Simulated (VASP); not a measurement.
# WC (P1) in VASP: a series of runs

WC is run at these levels: LDA; tasks: single point.

Everything below comes from runs of VASP 6.6.1. Logs are shortened: lines on timing, memory, paths and dates and some standing lists are left out, and cuts for length are marked.

**1. The cell of the first run**

The typed cell holds 2 atoms: a = 3.101 Å, b = 3.101 Å, c = 3.101 Å, α = 60.00°, β = 60.00°, γ = 60.00°.

**2. Single point, LDA**

INCAR reads:

```
SYSTEM = WC
PREC     = Accurate       ! precision mode
ENCUT    = 520            ! plane-wave cutoff, eV
EDIFF    = 1E-6           ! SCF threshold, eV
ISMEAR   = -1             ! smearing method
SIGMA    = 0.15           ! smearing width, eV
LREAL    = .False.        ! projectors in reciprocal space
LASPH    = .True.         ! aspherical terms in the spheres
NELM     = 80             ! most SCF steps
ALGO     = Normal         ! electronic algorithm
ISIF     = 2              ! what is computed and relaxed
LWAVE    = .False.        ! write WAVECAR
LCHARG   = .True.         ! write CHGCAR
LELF     = .True.         ! ELF
LVHAR    = .True.       
NBANDS   = 16             ! bands
```

KPOINTS reads:

```
Automatic mesh
0
Gamma
  8 8 8
  0 0 0
```

POSCAR reads:

```
WC
1.0
    0.0000000000      2.1926800000      2.1926800000
    2.1926800000      0.0000000000      2.1926800000
    2.1926800000      2.1926800000      0.0000000000
W C
1 1
Direct
    1.0021885032      0.0141314968      0.9901214968
    0.4918800000      0.5087100000      0.5022500000
```

Potentials or basis: VASP PAW LDA potentials, release 64 (W_sv, C).

Started as:

```bash
cat potpaw_LDA.64/W_sv/POTCAR potpaw_LDA.64/C/POTCAR > POTCAR
mpirun -np 1 vasp_std > vasp.out
```

OUTCAR:

```text
SYSTEM = WC
   PREC = Accurate
   ENCUT = 520
   EDIFF = 1E-6
   ISMEAR = -1
   LREAL = .False.
   LASPH = .True.
   NELM = 80
   ISIF = 2

 ion  position               nearest neighbor table
   1  0.002  0.014  0.990-   2 2.16   2 2.18   2 2.19   2 2.20   2 2.21   2 2.23
   2  0.492  0.509  0.502-   1 2.16   1 2.18   1 2.19   1 2.20   1 2.21   1 2.23

  LATTYP: Found a face centered cubic cell.
 ALAT       =     4.3853600000

  Lattice vectors:

 A1 = (   0.0000000000,   2.1926800000,   2.1926800000)
 A2 = (   2.1926800000,   0.0000000000,   2.1926800000)
 A3 = (   2.1926800000,   2.1926800000,   0.0000000000)

Analysis of symmetry for initial positions (statically):
=====================================================================
 Subroutine PRICEL returns:
 Original cell was already a primitive cell.

 Routine SETGRP: Setting up the symmetry group for a
 face centered cubic supercell.

 Subroutine GETGRP returns: Found  1 space group operations
 (whereof  1 operations were pure point group operations)
 out of a pool of 48 trial point group operations.

The static configuration has the point symmetry C_1 .

Analysis of symmetry for dynamics (positions and initial velocities):
=====================================================================
 Subroutine PRICEL returns:
 Original cell was already a primitive cell.

 Routine SETGRP: Setting up the symmetry group for a
 face centered cubic supercell.

 Subroutine GETGRP returns: Found  1 space group operations
 (whereof  1 operations were pure point group operations)
 out of a pool of 48 trial point group operations.

The dynamic configuration has the point symmetry C_1 .

 Subroutine INISYM returns: Found  1 space group operations
 (whereof  1 operations are pure point group operations),
 and found     1 'primitive' translations

----------------------------------------------------------------------------------------

                                     Primitive cell

  volume of cell :      21.0841

  direct lattice vectors                    reciprocal lattice vectors
     0.000000000  2.192680000  2.192680000    -0.228031450  0.228031450  0.228031450
     2.192680000  0.000000000  2.192680000     0.228031450 -0.228031450  0.228031450
     2.192680000  2.192680000  0.000000000     0.228031450  0.228031450 -0.228031450

  length of vectors
     3.100917794  3.100917794  3.100917794     0.394962057  0.394962057  0.394962057

  position of ions in fractional coordinates (direct lattice)
     0.002188503  0.014131497  0.990121497
     0.491880000  0.508710000  0.502250000

  ion indices of the primitive-cell ions
   primitive index   ion index
                 1           1
                 2           2

----------------------------------------------------------------------------------------

 KPOINTS: Automatic mesh

Automatic generation of k-mesh.
 Grid dimensions read from file:
 generate k-points for:    8    8    8

 Generating k-lattice:

  Cartesian coordinates                     Fractional coordinates (reciprocal lattice)
    -0.028503931  0.028503931  0.028503931     0.125000000  0.000000000  0.000000000
     0.028503931 -0.028503931  0.028503931     0.000000000  0.125000000  0.000000000
     0.028503931  0.028503931 -0.028503931     0.000000000  0.000000000  0.125000000

  Length of vectors
     0.049370257  0.049370257  0.049370257

  Shift w.r.t. Gamma in fractional coordinates (k-lattice)
     0.000000000  0.000000000  0.000000000

 Subroutine IBZKPT returns following result:
 ===========================================

 Found    260 irreducible k-points:

 Following reciprocal coordinates:
            Coordinates               Weight
  0.000000  0.000000  0.000000      1.000000
  0.125000  0.000000  0.000000      2.000000
  0.000000  0.125000  0.000000      2.000000
  0.000000  0.000000  0.125000      2.000000
  0.125000  0.125000  0.125000      2.000000
  0.250000  0.000000  0.000000      2.000000
[... 16 lines left out ...]
  0.125000  0.000000  0.250000      2.000000
  0.125000  0.125000 -0.125000      2.000000
 [... further k-points ...]
   k-points           NKPTS =    260   k-points in BZ     NKDIM =    260   number of bands    NBANDS=     16
   number of dos      NEDOS =    301   number of ions     NIONS =      2
   total plane-waves  NPLWV =  13824
   dimension x,y,z NGX =    24 NGY =   24 NGZ =   24
   dimension x,y,z NGXF=    48 NGYF=   48 NGZF=   48
   ions per type =               1   1
   NGX,Y,Z   is equivalent  to a cutoff of  12.87, 12.87, 12.87 a.u.
   NGXF,Y,Z  is equivalent  to a cutoff of  25.73, 25.73, 25.73 a.u.
 SYSTEM =  WC
   PREC   = accura    normal or accurate (medium, high low for compatibility)
   ISTART =      0    job   : 0-new  1-cont  2-samecut
   ICHARG =      2    charge: 1-file 2-atom 10-const
   ISPIN  =      1    spin polarized calculation?
   LNONCOLLINEAR =      F non collinear calculations
   LSORBIT =      F    spin-orbit coupling
   LASPH  =      T    aspherical Exc in radial PAW
   ENCUT  =  520.0 eV  38.22 Ry    6.18 a.u.   5.77  5.77  5.77*2*pi/ulx,y,z
   NELM   =     80;   NELMIN=  2; NELMDL= -5     # of ELM steps
   EDIFF  = 0.1E-05   stopping-criterion for ELM
   LREAL  =      F    real-space projection
   EDIFFG = 0.1E-04   stopping-criterion for IOM
   NSW    =      0    number of steps for IOM
   IBRION =     -1    ionic relax: 0-MD 1-quasi-New 2-CG
   NFREE  =      0    steps in history (QN), initial steepest desc. (CG)
   ISIF   =      2    stress and relaxation
   ISYM   =      2    0-nonsym 1-usesym 2-fastsym
   POTIM  = 0.5000    time-step for ionic-motion
   TEBEG  =    0.0;   TEEND  =   0.0 temperature during run
   PSTRESS=    0.0 pullay stress
   NELECT =      18.0000    total number of electrons
   NUPDOWN=      -1.0000    fix difference up-down
   EMIN   =  10.00;   EMAX   =-10.00  energy-range for DOS
   EFERMI =   0.00;   METHOD = LEGACY
   ISMEAR =    -1;   SIGMA  =   0.15  broadening in eV -4-tet -1-fermi 0-gaus
   EFERMI_NEDOS =   21; number of points for ismear=-14 and -15
   IALGO  =     38    algorithm
   IMIX   =      4    mixing-type and parameters
     AMIX     =   0.40;   BMIX     =  1.00
     AMIX_MAG =   1.60;   BMIX_MAG =  1.00
  volume/ion in A,a.u.               =      10.54        71.14
  Fermi-wavevector in a.u.,A,eV,Ry     =   1.553032  2.934805 32.816007  2.411908
  Thomas-Fermi vector in A             =   2.657321
   LORBIT       =      0    0 simple, 1 ext, 2 COOP (PROOUT), +10 PAW based schemes
   GGA     = CA    functional components
   LHFCALC =     F    Hartree Fock is set to
   AEXX    =    0.0000 exact exchange contribution
   IVDW    =     0    specifies the selected vdW correction
   LEPSILON=     F    determine dielectric tensor
   LRPA    =     F    only Hartree local field effects (RPA)
 non-spin polarized calculation
  energy-cutoff  :      520.00
  volume of cell :       21.08
 maximum number of plane-waves:       588
   NGX = 11   NGY = 11   NGZ = 11

 number of electron      18.0000000 magnetization

 Free energy of the ion-electron system (eV)
  ---------------------------------------------------
  ext. energy  EPLUGINS =         0.00000000
  ---------------------------------------------------
  free energy    TOTEN  =       -23.80448011 eV

  energy without entropy =      -23.71979964  energy(sigma->0) =      -23.76213987

 E-fermi :  12.3367     XC(G=0): -13.8935

 val. band max:       12.3175015690   @ k =  -0.3750   0.0000   0.2500
 cond. band min:      12.3402285656   @ k =   0.2500   0.2500   0.2500
 fundamental gap:      0.0227269966
 Fermi energy:        12.3366807873

 k-point     1 :       0.0000    0.0000    0.0000
  band No.  band energies     occupation
      1     -62.6640      2.00000
      2     -26.9184      2.00000
      3     -26.9176      2.00000
      4     -26.9175      2.00000
      5      -3.3305      2.00000
      6       9.4853      2.00000
[... 8 lines left out ...]
     15      22.0106      0.00000
     16      35.6294      0.00000

 k-point     2 :       0.1250    0.0000    0.0000
  band No.  band energies     occupation
      1     -62.6585      2.00000
      2     -27.0089      2.00000
      3     -26.9280      2.00000
      4     -26.9274      2.00000
      5      -2.8954      2.00000
      6       8.2211      2.00000
[... 8 lines left out ...]
     15      22.9837      0.00000
     16      32.1103      0.00000

 k-point     3 :       0.0000    0.1250    0.0000
  band No.  band energies     occupation
      1     -62.6585      2.00000
      2     -27.0090      2.00000
      3     -26.9279      2.00000
      4     -26.9274      2.00000
      5      -2.8953      2.00000
      6       8.2095      2.00000
[... 8 lines left out ...]
     15      22.9838      0.00000
     16      32.1128      0.00000

 k-point     4 :       0.0000    0.0000    0.1250
  band No.  band energies     occupation
      1     -62.6585      2.00000
      2     -27.0089      2.00000
      3     -26.9280      2.00000
      4     -26.9274      2.00000
      5      -2.8954      2.00000
      6       8.2276      2.00000
[... 8 lines left out ...]
     15      22.9837      0.00000
     16      32.1089      0.00000

 k-point     5 :       0.1250    0.1250    0.1250
  band No.  band energies     occupation
      1     -62.6585      2.00000
      2     -27.0090      2.00000
      3     -26.9279      2.00000
      4     -26.9274      2.00000
      5      -2.8952      2.00000
      6       8.2071      2.00000
[... 8 lines left out ...]
     15      22.9838      0.00000
     16      32.1134      0.00000

 k-point     6 :       0.2500    0.0000    0.0000
  band No.  band energies     occupation
      1     -62.6451      2.00000
      2     -27.2233      2.00000
      3     -26.9516      2.00000
      4     -26.9510      2.00000
      5      -1.7062      2.00000
      6       6.1284      2.00000
[... 8 lines left out ...]
     15      24.5491      0.00000
     16      29.3806      0.00000
[... 267 lines left out ...]
 k-point    21 :       0.2500    0.1250    0.0000
  band No.  band energies     occupation
      1     -62.6458      2.00000
      2     -27.1616      2.00000
      3     -26.9809      2.00000
      4     -26.9692      2.00000
      5      -1.8960      2.00000
      6       6.0374      2.00000
[... 8 lines left out ...]
     15      24.8599      0.00000
     16      28.3347      0.00000

 k-point    22 :       0.0000    0.2500    0.1250
  band No.  band energies     occupation
      1     -62.6458      2.00000
      2     -27.1613      2.00000
      3     -26.9813      2.00000
      4     -26.9690      2.00000
      5      -1.8963      2.00000
      6       6.0395      2.00000
[... 8 lines left out ...]
     15      24.8626      0.00000
     16      28.3359      0.00000

 k-point    23 :       0.1250    0.0000    0.2500
  band No.  band energies     occupation
      1     -62.6458      2.00000
      2     -27.1611      2.00000
      3     -26.9814      2.00000
      4     -26.9691      2.00000
      5      -1.8968      2.00000
      6       6.0407      2.00000
[... 8 lines left out ...]
     15      24.8593      0.00000
     16      28.3351      0.00000

 k-point    24 :       0.1250    0.1250   -0.1250
  band No.  band energies     occupation
      1     -62.6458      2.00000
      2     -27.1615      2.00000
      3     -26.9809      2.00000
      4     -26.9692      2.00000
      5      -1.8961      2.00000
      6       6.0376      2.00000
[... 8 lines left out ...]
     15      24.8587      0.00000
     16      28.3346      0.00000

 [... further k-points ...]
[... 5 lines left out ...]
  --------------------------------------------------------------------------------------
  -------------------------------------------------------------------------------------
  Total       -1.7345766     -1.7479833     -1.6689121     -0.0008948      0.0020999      0.0077121
  in kB     -131.8099827   -132.8287568   -126.8201557     -0.0679987      0.1595723      0.5860401
  external PRESSURE =    -130.4862984 kB  Pullay stress =       0.0000000 kB

 VOLUME and BASIS-vectors are now :
 -----------------------------------------------------------------------------
  energy-cutoff  :      520.00
  volume of cell :       21.08
      direct lattice vectors                 reciprocal lattice vectors
     0.000000000  2.192680000  2.192680000    -0.228031450  0.228031450  0.228031450
     2.192680000  0.000000000  2.192680000     0.228031450 -0.228031450  0.228031450
     2.192680000  2.192680000  0.000000000     0.228031450  0.228031450 -0.228031450

 POSITION                                       TOTAL-FORCE (eV/Angst)
 -----------------------------------------------------------------------------------
      2.20201      2.17582      0.03578         0.090410      0.024477     -0.212206
      2.21671      2.17981      2.19397        -0.090410     -0.024477      0.212206
 -----------------------------------------------------------------------------------
    total drift:                               -0.000008     -0.000031     -0.000021

  FREE ENERGIE OF THE ION-ELECTRON SYSTEM (eV)
  ---------------------------------------------------
  free  energy   TOTEN  =       -23.8044801088 eV

  energy  without entropy=      -23.7197996358  energy(sigma->0) =      -23.76213987
```

Run time: 45 s. Hardware: 1 thread of Intel Xeon Platinum 8488C (Sapphire Rapids), shared host; peak memory 0.19 GiB.

Results:

```
Free energy            : -23.8045 eV
Pressure               : -13.0 GPa
Largest force          : 0.232 eV/Å
Band gap on the k mesh : zero (band 9 reaches 13.31 eV, above the bottom of band 10 at 10.22 eV)
```

Forces on the atoms (eV/Å):
```
W    0.090  0.024 -0.212
C   -0.090 -0.024  0.212
```

Caveat: spin-orbit coupling is left out, which moves the levels of the heavy elements.

**3. Single point, LDA**

This run uses another cell than the first one, of 10.49 Å³/atom, 0.995 times its volume.

INCAR reads:

```
PREC = Accurate
ENCUT = 520
EDIFF = 1E-6
ISMEAR = -1
SIGMA = 0.15
LREAL = False
LASPH = True
NELM = 60
ALGO = Normal
ISIF = 2
LWAVE = False
LCHARG = False
GGA = CA
NBANDS = 16
```

KPOINTS reads:

```
regular mesh
0
Gamma
  8 8 8
```

POSCAR reads:

```
WC
1.0
    0.0000000000      2.1890194256      2.1890194256
    2.1890194256      0.0000000000      2.1890194256
    2.1890194256      2.1890194256      0.0000000000
W C
1 1
Direct
    0.9985400000      0.0177800000      0.9937700000
    0.4918800000      0.5087100000      0.5022500000
```

Potentials or basis: VASP PAW LDA potentials, release 64 (W_sv, C).

Started as:

```bash
cat potpaw_LDA.64/W_sv/POTCAR potpaw_LDA.64/C/POTCAR > POTCAR
mpirun -np 1 vasp_std > vasp.out
```

Run time: 52 s. Hardware: 1 thread of Intel Xeon Platinum 8488C (Sapphire Rapids), shared host; peak memory 0.2 GiB.

It converged, with:

```yaml
Free_energy: -23.8131 eV
Pressure: -11.3 GPa
Largest_force: 0.221 eV/Å
Band_gap_on_the_k_mesh: zero (band 9 reaches 13.39 eV, above the bottom of band 10 at 10.29 eV)
```

Forces in eV/Å, atoms in the order of the input:
```
W   -0.008  0.025 -0.220
C    0.008 -0.025  0.220
```

Stress tensor (GPa, compression positive):
```
-11.55   0.00  -0.01
  0.00 -11.55   0.02
 -0.01   0.02 -10.94
```

Levels at points of the mesh, in eV from the Fermi level:
```tsv
k point	band 6	band 7	band 8	band 9	band 10	band 11	band 12	band 13
(0.00, 0.00, 0.00)	-2.86	-2.86	-2.83	-1.42	-1.08	-1.05	-1.00	-0.70
(0.50, 0.00, 0.00)	-9.83	-6.65	-6.64	0.98	0.98	2.28	4.97	8.72
(0.00, 0.50, 0.00)	-9.83	-6.65	-6.64	0.98	0.98	2.28	4.97	8.72
(0.00, 0.00, 0.50)	-9.83	-6.65	-6.64	0.98	0.98	2.28	4.97	8.72
(0.50, 0.50, 0.50)	-9.83	-6.65	-6.64	0.98	0.98	2.28	4.97	8.72
(0.50, 0.50, 0.00)	-5.85	-5.55	-2.50	-2.50	0.79	2.21	2.21	5.41
(0.00, 0.50, 0.50)	-5.87	-5.55	-2.51	-2.47	0.81	2.22	2.22	5.45
(0.50, 0.00, 0.50)	-5.87	-5.55	-2.51	-2.47	0.81	2.22	2.22	5.45
```

Caveat: spin-orbit coupling is left out, which moves the levels of the heavy elements.

**4. Single point, LDA**

This run uses another cell than the first one, of 10.59 Å³/atom, 1.005 times its volume.

INCAR reads:

```
PREC = Accurate
ENCUT = 520
EDIFF = 1E-7
ISMEAR = -1
SIGMA = 0.15
LREAL = F
LASPH = T
NELM = 100
ALGO = Normal
ISIF = 2
LWAVE = F
LCHARG = F
GGA = CA
NBANDS = 16
```

KPOINTS is that of step 3.

POSCAR reads:

```
WC
1.0
    0.0000000000      2.1963283928      2.1963283928
    2.1963283928      0.0000000000      2.1963283928
    2.1963283928      2.1963283928      0.0000000000
W C
1 1
Direct
    0.9985400000      0.0177800000      0.9937700000
    0.4918800000      0.5087100000      0.5022500000
```

Started as:

```bash
cat potpaw_LDA.64/W_sv/POTCAR potpaw_LDA.64/C/POTCAR > POTCAR
mpirun -np 1 vasp_std > vasp.out
```

Run time: 55 s. Hardware: 1 thread of Intel Xeon Platinum 8488C (Sapphire Rapids), shared host; peak memory 0.19 GiB.

It converged, with:

| Item | Value |
| --- | --- |
| Free energy | -23.7961 eV |
| Pressure | -14.8 GPa |
| Largest force | 0.206 eV/Å |
| Band gap on the k mesh | zero (band 9 reaches 13.22 eV, above the bottom of band 10 at 10.16 eV) |

Forces in eV/Å, atoms in the order of the input:
```
W   -0.008  0.024 -0.205
C    0.008 -0.024  0.205
```

Stress tensor (GPa, compression positive):
```
-14.98   0.00  -0.01
  0.00 -14.97   0.02
 -0.01   0.02 -14.38
```

Levels at points of the mesh, in eV from the Fermi level:
| k point | band 5 | band 6 | band 7 | band 8 | band 9 | band 10 | band 11 | band 12 | band 13 | band 14 |
| --- | --- | --- | --- | --- | --- | --- | --- | --- | --- | --- |
| (0.00, 0.00, 0.00) | -15.62 | -2.82 | -2.82 | -2.79 | -1.40 | -1.06 | -1.03 | -0.99 | -0.68 | 6.55 |
| (0.50, 0.00, 0.00) | -10.99 | -9.74 | -6.57 | -6.57 | 0.96 | 0.96 | 2.24 | 4.95 | 8.61 | 8.66 |
| (0.00, 0.50, 0.00) | -10.99 | -9.74 | -6.57 | -6.57 | 0.96 | 0.96 | 2.25 | 4.96 | 8.62 | 8.66 |
| (0.00, 0.00, 0.50) | -10.99 | -9.74 | -6.57 | -6.57 | 0.96 | 0.96 | 2.25 | 4.96 | 8.62 | 8.66 |
| (0.50, 0.50, 0.50) | -10.99 | -9.74 | -6.57 | -6.57 | 0.96 | 0.96 | 2.25 | 4.96 | 8.61 | 8.66 |
| (0.50, 0.50, 0.00) | -13.40 | -5.77 | -5.52 | -2.48 | -2.48 | 0.78 | 2.18 | 2.18 | 5.32 | 7.25 |
| (0.00, 0.50, 0.50) | -13.40 | -5.79 | -5.52 | -2.49 | -2.45 | 0.79 | 2.18 | 2.18 | 5.36 | 7.24 |
| (0.50, 0.00, 0.50) | -13.40 | -5.79 | -5.52 | -2.49 | -2.45 | 0.79 | 2.18 | 2.18 | 5.36 | 7.24 |

Caveat: spin-orbit coupling is left out, which moves the levels of the heavy elements.

**5. Overview**

| cell | gap on the mesh (eV) | pressure (GPa) | largest force (eV/Å) |
| --- | --- | --- | --- |
| a = 3.101 Å, angles 60.0°, 2 atoms | none | -13.0 | 0.23 |
| a = 3.096 Å, angles 60.0°, 2 atoms | none | -11.3 | 0.22 |
| a = 3.106 Å, angles 60.0°, 2 atoms | none | -14.8 | 0.21 |

Alike in all rows: task single point; level LDA; potentials or basis VASP PAW LDA potentials, release 64 (W_sv, C); no spin polarisation; k mesh 8 × 8 × 8; cutoff (eV) 520; smearing fermi-dirac 0.15 eV.

Caveats: spin-orbit coupling is left out, which moves the levels of the heavy elements.

Total energies depend on the potentials used, so only differences within one code and one set of settings carry meaning.
